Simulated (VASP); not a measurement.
# CdS (sol): relaxation of the atoms with PBEsol

Crystal: CdS (sol).

```
Cd S
1.0
     4.16629    0.00000    0.00000
    -2.08315    3.60811    0.00000
     0.00000    0.00000    6.64404
Cd S
2 2
Cartesian
  0.0000 2.4054 -0.0127
  2.0831 1.2027 3.3093
  0.0000 2.4054 2.5175
  2.0831 1.2027 5.8395
```

This cell differs from its parent crystal: strained cell.

- Program: VASP 6.6.1
- Task: relaxation of the atoms
- Functional: PBEsol
- Potentials or basis: VASP PAW PBE potentials, release 64 (Cd, S)
- Cutoff: 520 eV
- k mesh: 6 × 6 × 4
- Occupations: gaussian, width 0.02 eV
- Spin: no spin polarisation
- Dipole correction: no
- Further INCAR settings: ALGO = Normal; EDIFF = 1e-07; IBRION = 2; EDIFFG = -0.002; NSW = 60

* Energy gained by relaxing: 0.0 meV/atom
* Ionic steps: 3
* Pressure after relaxing: -0.3 GPa
* Band gap on the k mesh: 1.09 eV, direct

Stress tensor (GPa, compression positive):
```
-0.57  0.00  0.00
 0.00 -0.57  0.00
 0.00  0.00  0.38
```

Final structure:
```xyz
4
Lattice="4.1663 0.0000 0.0000 -2.0831 3.6081 0.0000 0.0000 0.0000 6.6440" Properties=species:S:1:pos:R:3 pbc="T T T"
Cd    0.0000    2.4054    6.6300
Cd    2.0831    1.2027    3.3080
S     0.0000    2.4054    2.5189
S     2.0831    1.2027    5.8409
```

Levels at points of the mesh, in eV from the valence-band top:
```
           k point  band 16  band 17  band 18  band 19  band 20  band 21
(0.00, 0.00, 0.00)    -0.01    -0.01     0.00     1.09     2.53     6.30
(0.50, 0.00, 0.00)    -1.94    -1.28    -0.78     3.65     3.67     5.07
(0.00, 0.00, 0.50)    -0.42    -0.42    -0.42     2.71     2.71     6.12
(0.50, 0.00, 0.50)    -1.39    -1.26    -1.26     3.41     3.41     5.27
```

It took 44 s on 1 thread of AMD EPYC 9R45 96-Core Processor (Zen 5) (shared host), peak memory 0.2 GiB.

Caveat: the cell differs from its parent crystal (strained cell); the PAW data sets were made with another functional, which shifts forces and pressure a little.
